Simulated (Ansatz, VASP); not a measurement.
# Two plane-wave programs on BN

POSCAR

```
BN
1.0
    0.0000000000      1.8770184676      1.8770184676
    1.8770184676      0.0000000000      1.8770184676
    1.8770184676      1.8770184676      0.0000000000
B N
1 1
Direct
    0.0000000000      0.0000000000      0.0000000000
    0.2500000000      0.2500000000      0.2500000000
```

File INCAR.step1:

```
ALGO = Normal
EDIFF = 1E-5
ENCUT = 520
GGA = PE
ISIF = 2
ISMEAR = 0
LASPH = T
LCHARG = F
LREAL = F
LWAVE = T
NBANDS = 11
NELM = 80
PREC = Accurate
SIGMA = 0.01
```

File INCAR.step2:

```
ALGO = Normal
EDIFF = 1E-7
ENCUT = 520
GGA = PE
HFSCREEN = 0.2079
ISIF = 2
ISMEAR = 0
ISTART = 1
LASPH = T
LCHARG = F
LHFCALC = T
LREAL = F
LWAVE = F
NBANDS = 11
NELM = 80
PREC = Accurate
PRECFOCK = Normal
SIGMA = 0.01
```

File KPOINTS:

```
k-points
0
Gamma
  8 8 8
```

Input for Ansatz:

```yaml
crystal:
  lattice:
    - [0.0, 1.8770184676, 1.8770184676]
    - [1.8770184676, 0.0, 1.8770184676]
    - [1.8770184676, 1.8770184676, 0.0]
  atoms:
    - { symbol: B, position: [0.0, 0.0, 0.0] }
    - { symbol: "N", position: [0.25, 0.25, 0.25] }
kpoints:
  mp_grid: { grid: [8, 8, 8] }
  band_path:
    path:
      - [0.0, 0.0, 0.0]
      - [-0.5, -0.5, 0.0]
      - [-0.375, -0.375, 0.25]
      - [-0.375, 0.0, 0.375]
      - [0.0, 0.0, 0.5]
      - [-0.5, -0.25, 0.25]
      - [0.0, 0.5, 0.5]
    npoints: 1
hamiltonian:
  xc: hse06
scf:
  occupations: { method: fixed }
  n_extra_bands: 4
output:
  forces: true
  stress: true
  eigenvalues: true
  write_density: true
  write_potential: true
  elf: true
  volumetric_format: npy
```

Change from the starting cell: hydrostatic strain +4.0%.

Alike in both runs: task single point; functional HSE06; k mesh 8 × 8 × 8; no spin polarisation.

|  | VASP | Ansatz |
| --- | --- | --- |
| version | VASP 6.6.1 | Ansatz 0.2.0 |
| potentials or method | VASP PAW PBE potentials, release 64 (B, N) | plane waves, PAW |
| plane-wave cutoff (eV) | 520 | 420 |
| occupations | gaussian, width 0.01 eV | fixed |
| valence electrons in the cell | 8 | 8 |

```csv
,VASP,Ansatz,Ansatz less VASP
gap on the k mesh at the Fermi level (eV),5.61,5.62,+0.010
pressure (GPa),-41.0,-41.1,-0.14
```

Both programs put the cell under strong tension, so it lies far from rest at this level. Ansatz's warnings: stress exchange threshold loose, stress scf threshold loose.

Noted on VASP's run: the cell as given lies far from equilibrium.
